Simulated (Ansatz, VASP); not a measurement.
# One calculation of BaTiO3, two programs

```
CELL_PARAMETERS angstrom
2.84005 1.63971 2.33143
-2.84005 1.63971 2.33143
0.00000 -3.27941 2.33143
ATOMIC_POSITIONS crystal
Ba 0.97776 0.97776 0.97776
Ti 0.51625 0.51625 0.51625
O 0.48975 0.48975 0.98016
O 0.48975 0.98016 0.48975
O 0.98016 0.48975 0.48975
```

Change from the starting cell: all Ba atoms moved +0.175 Å, as atom 1 towards its neighbour atom 2 (Ti) at 3.403 Å.

Alike in both runs: task single point; functional r2SCAN; k mesh 6 × 6 × 6; occupations gaussian, width 0.05 eV; no spin polarisation.

|  | VASP | Ansatz |
| --- | --- | --- |
| version | VASP 6.6.1 | Ansatz 0.2.0 |
| potentials or method | VASP PAW PBE potentials, release 64 (Ba_sv, Ti_sv, O), cutoff 520 eV | scalar-relativistic, plane waves, PAW |
| valence electrons in the cell | 40 | 40 |

|  | VASP | Ansatz | Ansatz less VASP |
| --- | --- | --- | --- |
| gap on the k mesh at the Fermi level (eV) | 2.82 | 2.85 | +0.028 |
| least direct gap on the mesh (eV) | 3.28 | 3.27 | -0.012 |
| pressure (GPa) | 2.4 | 0.5 | -1.96 |
| traceless stress, the component that is largest in VASP (GPa) | 0.84 | 0.91 | +0.069 |
| rms of the force components (eV/Å) | 0.378 | 0.338 | -0.0405 |

VASP's potentials were made for PBE, not for r2SCAN. Atom by atom the forces differ by 0.073 eV/Å (rms over components).

Spin-orbit coupling is off throughout.
